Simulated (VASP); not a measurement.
Set up this calculation in VASP 6.6.1, as the native input.

```yaml
Task: single point
Functional: PBE
Potentials_or_basis: VASP PAW PBE potentials, release 64 (Pb_d, Si)
Cutoff: 520 eV
k_mesh: 10 × 10 × 6
Occupations: fermi-dirac, width 0.03 eV
Spin: no spin polarisation
Dipole_correction: no
Further_INCAR_settings: ALGO = Normal; EDIFF = 1e-06; NBANDS = 26
```

The structure of SiPb (wurtzite type) lies in POSCAR:

```
SiPb
1.0
    4.4288261461      0.0000000000      0.0000000000
   -2.2144130731      3.8354759514      0.0000000000
    0.0000000000      0.0000000000      7.2784130397
Pb Si
2 2
Direct
    0.3333333333      0.6666666667      0.0004709186
    0.6666666667      0.3333333333      0.5004709186
    0.3333333333      0.6666666667      0.3755290814
    0.6666666667      0.3333333333      0.8755290814
```

The input as run:

INCAR

```
  PREC = Accurate
  ENCUT = 520
  EDIFF = 1E-6
  ISMEAR = -1
  SIGMA = 0.03
  LREAL = False
  LASPH = True
  NELM = 100
  ALGO = Normal
  ISIF = 2
  LWAVE = False
  LCHARG = False
  GGA = PE
  NBANDS = 26
```

KPOINTS

```
Automatic mesh
0
Gamma
  10 10 6
```

Potentials or basis: VASP PAW PBE potentials, release 64 (Pb_d, Si).

Run with:

```console
$ cat potpaw_PBE.64/Pb_d/POTCAR potpaw_PBE.64/Si/POTCAR > POTCAR
$ mpirun -np 1 vasp_std > vasp.out
```

It gave:

```json
{
  "Pressure": "-0.1 GPa",
  "Band gap on the k mesh": "zero (band 18 reaches 4.85 eV, above the bottom of band 19 at 4.59 eV)"
}
```

Caveat: spin-orbit coupling is left out, which moves the levels of the heavy elements.

Run time: 98 s on 1 thread of AMD EPYC 9R45 96-Core Processor (Zen 5), with other jobs on the host, peak memory 0.3 GiB.
